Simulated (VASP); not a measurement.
# Na (P6_3/mmc) in VASP: further runs

Runs on Na. Level: PBE. Tasks: relaxation of shape and atoms at fixed volume.

Everything below comes from runs of VASP 6.6.1. Logs are shortened: lines on timing, memory, paths and dates and some standing lists are left out, and cuts for length are marked.

**1. The cell of the first run**

It takes space group P6_3/mmc (No. 194, hexagonal). Conventional cell: a = 3.318 Å, b = 3.318 Å, c = 5.443 Å, α = 90.00°, β = 90.00°, γ = 120.00°. Within 4.4 Å of Na (site symmetry -6m2) lie 12 Na at 3.32 to 3.33 Å.

**2. Relaxation of shape and atoms at fixed volume, PBE**

Input file INCAR:

```
ALGO = Normal ; EDIFF = 1E-6
EDIFFG = -0.005 ; ENCUT = 600
GGA = PE ; IBRION = 2
ISIF = 4 ; ISMEAR = -1
LASPH = T ; LCHARG = F
LREAL = F ; LWAVE = F
NELM = 100 ; NSW = 50
PREC = Accurate ; SIGMA = 0.05
```

Input file KPOINTS:

```
k-points
0
Gamma
  12 12 6
```

Input file POSCAR:

```
Na
1.0
    3.3184921562      0.0000000000      0.0000000000
   -1.6592460781      2.8738985096      0.0000000000
    0.0000000000      0.0000000000      5.4431067567
Na
2
Direct
    0.3333333333      0.6666666667      0.2500000000
    0.6666666667      0.3333333333      0.7500000000
```

Potentials or basis: VASP PAW PBE potentials, release 64 (Na_pv).

Run with:

```sh
> cat potpaw_PBE.64/Na_pv/POTCAR > POTCAR
> mpirun -np 1 vasp_std > vasp.out
```

OUTCAR:

```text
EDIFF = 1E-6
   EDIFFG = -0.005
   ENCUT = 600
   GGA = PE
   IBRION = 2
   ISIF = 4
   ISMEAR = -1
   LASPH = T
   LREAL = F
   NELM = 100
   NSW = 50
   PREC = Accurate

 ion  position               nearest neighbor table
   1  0.333  0.667  0.250-
   2  0.667  0.333  0.750-

  LATTYP: Found a hexagonal cell.
 ALAT       =     3.3184921562
 C/A-ratio  =     1.6402349322

  Lattice vectors:

 A1 = (   3.3184921562,   0.0000000000,   0.0000000000)
 A2 = (  -1.6592460781,   2.8738985096,   0.0000000000)
 A3 = (   0.0000000000,   0.0000000000,   5.4431067567)

Analysis of symmetry for initial positions (statically):
=====================================================================
 Subroutine PRICEL returns:
 Original cell was already a primitive cell.

 Routine SETGRP: Setting up the symmetry group for a
 hexagonal supercell.

 Subroutine GETGRP returns: Found 24 space group operations
 (whereof 12 operations were pure point group operations)
 out of a pool of 24 trial point group operations.

The static configuration has the point symmetry D_3d.
 The point group associated with its full space group is D_6h.

Analysis of symmetry for dynamics (positions and initial velocities):
=====================================================================
 Subroutine PRICEL returns:
 Original cell was already a primitive cell.

 Routine SETGRP: Setting up the symmetry group for a
 hexagonal supercell.

 Subroutine GETGRP returns: Found 24 space group operations
 (whereof 12 operations were pure point group operations)
 out of a pool of 24 trial point group operations.

The dynamic configuration has the point symmetry D_3d.
 The point group associated with its full space group is D_6h.

 Subroutine INISYM returns: Found 24 space group operations
 (whereof 12 operations are pure point group operations),
 and found     1 'primitive' translations

----------------------------------------------------------------------------------------

                                     Primitive cell

  volume of cell :      51.9110

  direct lattice vectors                    reciprocal lattice vectors
     3.318492156  0.000000000  0.000000000     0.301341680  0.173979700  0.000000000
[... 144 lines left out ...]
  in kB       52.3884282     52.3884282     52.8610552      0.0000000      0.0000000      0.0000000
  external PRESSURE =      52.5459705 kB  Pullay stress =       0.0000000 kB

 VOLUME and BASIS-vectors are now :
 -----------------------------------------------------------------------------
  energy-cutoff  :      600.00
  volume of cell :       51.91
      direct lattice vectors                 reciprocal lattice vectors
     3.318492156  0.000000000  0.000000000     0.301341680  0.173979700  0.000000000
    -1.659246078  2.873898510  0.000000000     0.000000000  0.347959400  0.000000000
     0.000000000  0.000000000  5.443106757     0.000000000  0.000000000  0.183718609

 POSITION                                       TOTAL-FORCE (eV/Angst)
 -----------------------------------------------------------------------------------
     -0.00000      1.91593      1.36078        -0.000000      0.000000      0.000000
      1.65925      0.95797      4.08233         0.000000     -0.000000      0.000000
 -----------------------------------------------------------------------------------
    total drift:                               -0.000000      0.000000     -0.000000

  FREE ENERGIE OF THE ION-ELECTRON SYSTEM (eV)
  ---------------------------------------------------
  free  energy   TOTEN  =        -2.3492872430 eV

  energy  without entropy=       -2.3422405675  energy(sigma->0) =       -2.34576391

--------------------------------------- Ionic step        2  -------------------------------------------

 number of electron      14.0000004 magnetization

 Free energy of the ion-electron system (eV)
  ---------------------------------------------------
  ext. energy  EPLUGINS =         0.00000000
  ---------------------------------------------------
  free energy    TOTEN  =        -2.34928966 eV

  energy without entropy =       -2.34225890  energy(sigma->0) =       -2.34577428

 E-fermi :   1.5261     XC(G=0):  -7.5138

 val. band max:        1.5127465863   @ k =   0.4167   0.0833   0.1667
 cond. band min:       1.5594532374   @ k =   0.3333   0.1667   0.3333
 fundamental gap:      0.0467066511
 Fermi energy:         1.5260625077

 k-point     1 :       0.0000    0.0000    0.0000
  band No.  band energies     occupation
      1     -23.2583      2.00000
      2     -23.1557      2.00000
      3     -23.1557      2.00000
      4     -23.1410      2.00000
      5     -23.1410      2.00000
      6     -23.1407      2.00000
      7      -2.5288      2.00000
      8       2.1639      0.00001
      9       2.9076      0.00000
     10      13.7602      0.00000
     11      13.7602      0.00000
[... 309 lines left out ...]
 k-point    24 :       0.3333    0.0000    0.1667
  band No.  band energies     occupation
      1     -23.2350      2.00000
      2     -23.2157      2.00000
      3     -23.2048      2.00000
      4     -23.1742      2.00000
      5     -23.1565      2.00000
      6     -23.1539      2.00000
      7      -0.3141      2.00000
      8       2.8729      0.00000
      9       5.2278      0.00000
     10       6.5270      0.00000
     11       8.3595      0.00000

 [... further k-points ...]
[... 5 lines left out ...]
  --------------------------------------------------------------------------------------
  -------------------------------------------------------------------------------------
  Total        1.7251269      1.7251269      1.7386088      0.0000000      0.0000000      0.0000000
  in kB       53.2442293     53.2442293     53.6603346      0.0000000      0.0000000      0.0000000
  external PRESSURE =      53.3829310 kB  Pullay stress =       0.0000000 kB

 VOLUME and BASIS-vectors are now :
 -----------------------------------------------------------------------------
  energy-cutoff  :      600.00
  volume of cell :       51.91
      direct lattice vectors                 reciprocal lattice vectors
     3.318083616  0.000000000  0.000000000     0.301378782  0.174001121  0.000000000
    -1.659041808  2.873544704  0.000000000    -0.000000000  0.348002242  0.000000000
     0.000000000  0.000000000  5.444447207     0.000000000 -0.000000000  0.183673376

 POSITION                                       TOTAL-FORCE (eV/Angst)
 -----------------------------------------------------------------------------------
     -0.00000      1.91570      1.36111        -0.000000      0.000000      0.000000
      1.65904      0.95785      4.08334         0.000000      0.000000      0.000000
 -----------------------------------------------------------------------------------
    total drift:                               -0.000000      0.000000     -0.000000

  FREE ENERGIE OF THE ION-ELECTRON SYSTEM (eV)
  ---------------------------------------------------
  free  energy   TOTEN  =        -2.3492896647 eV

  energy  without entropy=       -2.3422589016  energy(sigma->0) =       -2.34577428

 reached required accuracy - stopping structural energy minimisation
```

OSZICAR:

```text
N       E                     dE             d eps       ncg     rms          rms(c)
DAV:   1     0.993459461517E+02    0.99346E+02   -0.86871E+03  1672   0.151E+03
DAV:   2     0.994764548507E+00   -0.98351E+02   -0.97708E+02  1696   0.339E+02
DAV:   3    -0.231118189986E+01   -0.33059E+01   -0.33037E+01  1951   0.744E+01
DAV:   4    -0.235416391482E+01   -0.42982E-01   -0.42980E-01  1843   0.955E+00
DAV:   5    -0.235508216994E+01   -0.91826E-03   -0.91825E-03  1930   0.137E+00    0.385E-01
DAV:   6    -0.235169053156E+01    0.33916E-02   -0.13253E-03  2183   0.568E-01    0.248E-01
DAV:   7    -0.234929521455E+01    0.23953E-02   -0.24357E-03  2557   0.693E-01    0.277E-02
DAV:   8    -0.234928793894E+01    0.72756E-05   -0.12897E-04  1915   0.246E-01    0.348E-03
DAV:   9    -0.234928724303E+01    0.69591E-06   -0.22635E-06  1246   0.307E-02
   1 F= -.23492872E+01 E0= -.23457639E+01  d E =-.234929E+01
       N       E                     dE             d eps       ncg     rms          rms(c)
DAV:   1    -0.234929318997E+01   -0.52510E-05   -0.24510E-04  1945   0.208E-01    0.166E-02
DAV:   2    -0.234929149069E+01    0.16993E-05   -0.41162E-06  1666   0.280E-02    0.103E-02
DAV:   3    -0.234928960223E+01    0.18885E-05   -0.29873E-07  1095   0.156E-02    0.260E-04
DAV:   4    -0.234928966469E+01   -0.62460E-07   -0.17508E-07   893   0.645E-03
   2 F= -.23492897E+01 E0= -.23457743E+01  d E =-.242166E-05
```

CONTCAR:

```text
Na
   1.00000000000000
     3.3180836164474856    0.0000000000000000    0.0000000000000000
    -1.6590418082237428    2.8735447038017052    0.0000000000000000
     0.0000000000000000    0.0000000000000000    5.4444472065646305
  Na
     2
Direct
     0.3333333332999970    0.6666666667000030    0.2500000000000000
     0.6666666667000030    0.3333333332999970    0.7500000000000000

  0.00000000E+00  0.00000000E+00  0.00000000E+00
  0.00000000E+00  0.00000000E+00  0.00000000E+00
```

Run time: 49 s. Hardware: 1 thread of Intel Xeon Platinum 8488C (Sapphire Rapids), shared host; peak memory 0.2 GiB.

Results:

* Free energy: -2.3493 eV
* Energy gained by relaxing: 0.0 meV/atom
* Ionic steps: 2
* Pressure after relaxing: 5.3 GPa
* Band gap on the k mesh: zero (band 7 reaches 4.15 eV, above the bottom of band 8 at -1.21 eV)

Final structure:
```cif
data_structure
_symmetry_space_group_name_H-M 'P 1'
_symmetry_Int_Tables_number 1
_cell_length_a 3.3181
_cell_length_b 3.3181
_cell_length_c 5.4444
_cell_angle_alpha 90.000
_cell_angle_beta 90.000
_cell_angle_gamma 120.000
_cell_volume 51.91
loop_
_atom_site_label
_atom_site_type_symbol
_atom_site_fract_x
_atom_site_fract_y
_atom_site_fract_z
_atom_site_occupancy
Na1 Na 0.33333 0.66667 0.25000 1
Na2 Na 0.66667 0.33333 0.75000 1
```

**3. Relaxation of shape and atoms at fixed volume, PBE**

This run uses another cell than the first one, of 29.66 Å³/atom, 1.143 times its volume.

Input file INCAR:

```
PREC = Accurate
ENCUT = 600
EDIFF = 1E-6
ISMEAR = -1
SIGMA = 0.05
LREAL = False
LASPH = True
NELM = 100
ALGO = Normal
ISIF = 4
LWAVE = False
LCHARG = False
GGA = PE
IBRION = 2
NSW = 50
EDIFFG = -0.005
```

Input file KPOINTS:

```
Automatic mesh
0
Gamma
  12 12 6
```

Input file POSCAR:

```
Na
1.0
    3.4695363703      0.0000000000      0.0000000000
   -1.7347681851      3.0047066360      0.0000000000
    0.0000000000      0.0000000000      5.6908547529
Na
2
Direct
    0.3333333333      0.6666666667      0.2500000000
    0.6666666667      0.3333333333      0.7500000000
```

Potentials or basis: VASP PAW PBE potentials, release 64 (Na_pv).

Run with:

```sh
> cat potpaw_PBE.64/Na_pv/POTCAR > POTCAR
> mpirun -np 1 vasp_std > vasp.out
```

Wall time 30 s (1 thread of Intel Xeon Platinum 8488C (Sapphire Rapids), shared host); peak memory 0.2 GiB.

The run converged. Its results:

```
Free energy             : -2.5277 eV
Pressure after relaxing : 2.5 GPa
Band gap on the k mesh  : zero (band 7 reaches 3.43 eV, above the bottom of band 8 at -1.53 eV)
```

Final structure:
```cif
data_structure
_symmetry_space_group_name_H-M 'P 1'
_symmetry_Int_Tables_number 1
_cell_length_a 3.4695
_cell_length_b 3.4695
_cell_length_c 5.6909
_cell_angle_alpha 90.000
_cell_angle_beta 90.000
_cell_angle_gamma 120.000
_cell_volume 59.33
loop_
_atom_site_label
_atom_site_type_symbol
_atom_site_fract_x
_atom_site_fract_y
_atom_site_fract_z
_atom_site_occupancy
Na1 Na 0.33333 0.66667 0.25000 1
Na2 Na 0.66667 0.33333 0.75000 1
```

Levels at points of the mesh, in eV from the Fermi level:
| k point | band 5 | band 6 | band 7 | band 8 | band 9 | band 10 |
| --- | --- | --- | --- | --- | --- | --- |
| (0.00, 0.00, 0.00) | -24.70 | -24.70 | -3.72 | 0.62 | 1.23 | 11.39 |
| (0.50, 0.00, 0.00) | -24.72 | -24.71 | 0.30 | 0.55 | 4.25 | 4.49 |
| (0.00, 0.00, 0.50) | -24.71 | -24.71 | -2.53 | -2.53 | 6.32 | 6.32 |
| (0.50, 0.00, 0.50) | -24.72 | -24.72 | 1.24 | 1.24 | 1.89 | 1.89 |

Caveat: the relaxation stopped at its first step, so nothing moved.

**4. Relaxation of shape and atoms at fixed volume, PBE**

This run uses another cell than the first one, of 33.37 Å³/atom, 1.286 times its volume.

Input file INCAR:

```
SYSTEM = Na
PREC     = Accurate       ! precision mode
ENCUT    = 600            ! plane-wave cutoff, eV
EDIFF    = 1E-6           ! SCF threshold, eV
ISMEAR   = -1             ! smearing method
SIGMA    = 0.05           ! smearing width, eV
LREAL    = .False.        ! projectors in reciprocal space
LASPH    = .True.         ! aspherical terms in the spheres
NELM     = 80             ! most SCF steps
ALGO     = Normal         ! electronic algorithm
ISIF     = 4              ! what is computed and relaxed
LWAVE    = .False.        ! write WAVECAR
LCHARG   = .False.        ! write CHGCAR
GGA      = PE             ! functional
IBRION   = 2              ! ionic algorithm
NSW      = 50             ! ionic steps
EDIFFG   = -0.005         ! ionic threshold
```

Input file KPOINTS:

```
regular mesh
0
Gamma
  12 12 6
  0 0 0
```

Input file POSCAR:

```
Na
1.0
    3.6084632387      0.0000000000      0.0000000000
   -1.8042316193      3.1250208333      0.0000000000
    0.0000000000      0.0000000000      5.9187274554
Na
2
Direct
    0.3333333333      0.6666666667      0.2500000000
    0.6666666667      0.3333333333      0.7500000000
```

Run with:

```sh
> cat potpaw_PBE.64/Na_pv/POTCAR > POTCAR
> mpirun -np 1 vasp_std > vasp.out
```

It took 43 s on 1 thread of Intel Xeon Platinum 8488C (Sapphire Rapids), shared host; peak memory 0.21 GiB.

The run converged. Its results:

```yaml
Free_energy: -2.6079 eV
Pressure_after_relaxing: 0.9 GPa
Band_gap_on_the_k_mesh: zero (band 7 reaches 2.86 eV, above the bottom of band 8 at -1.76 eV)
```

Final structure:
```cif
data_structure
_symmetry_space_group_name_H-M 'P 1'
_symmetry_Int_Tables_number 1
_cell_length_a 3.6085
_cell_length_b 3.6085
_cell_length_c 5.9187
_cell_angle_alpha 90.000
_cell_angle_beta 90.000
_cell_angle_gamma 120.000
_cell_volume 66.74
loop_
_atom_site_label
_atom_site_type_symbol
_atom_site_fract_x
_atom_site_fract_y
_atom_site_fract_z
_atom_site_occupancy
Na1 Na 0.33333 0.66667 0.25000 1
Na2 Na 0.66667 0.33333 0.75000 1
```

Levels at points of the mesh, in eV from the Fermi level:
| k point | band 4 | band 5 | band 6 | band 7 | band 8 | band 9 | band 10 | band 11 |
| --- | --- | --- | --- | --- | --- | --- | --- | --- |
| (0.00, 0.00, 0.00) | -24.77 | -24.77 | -24.77 | -3.45 | 0.60 | 1.10 | 10.68 | 10.68 |
| (0.50, 0.00, 0.00) | -24.79 | -24.78 | -24.77 | 0.30 | 0.48 | 4.06 | 4.18 | 4.75 |
| (0.00, 0.00, 0.50) | -24.77 | -24.77 | -24.77 | -2.35 | -2.35 | 5.89 | 5.89 | 11.27 |
| (0.50, 0.00, 0.50) | -24.78 | -24.78 | -24.78 | 1.17 | 1.17 | 1.73 | 1.73 | 8.15 |

Caveat: the relaxation stopped at its first step, so nothing moved.

**5. Overview**

```tsv
cell	gap on the mesh (eV)	pressure (GPa)
relaxed from a = 3.318, b = 3.318, c = 5.443 Å, angles 90.0, 90.0, 120.0°, 2 atoms	none	5.3
relaxed from a = 3.470, b = 3.470, c = 5.691 Å, angles 90.0, 90.0, 120.0°, 2 atoms	none	2.5
relaxed from a = 3.608, b = 3.608, c = 5.919 Å, angles 90.0, 90.0, 120.0°, 2 atoms	none	0.9
```

Alike in all rows: task relaxation of shape and atoms at fixed volume; level PBE; potentials or basis VASP PAW PBE potentials, release 64 (Na_pv); no spin polarisation; k mesh 12 × 12 × 6; cutoff (eV) 600; smearing fermi-dirac 0.05 eV.

Caveats: the relaxation stopped at its first step, so nothing moved (some runs).

Total energies depend on the potentials used, so only differences within one code and one set of settings carry meaning.
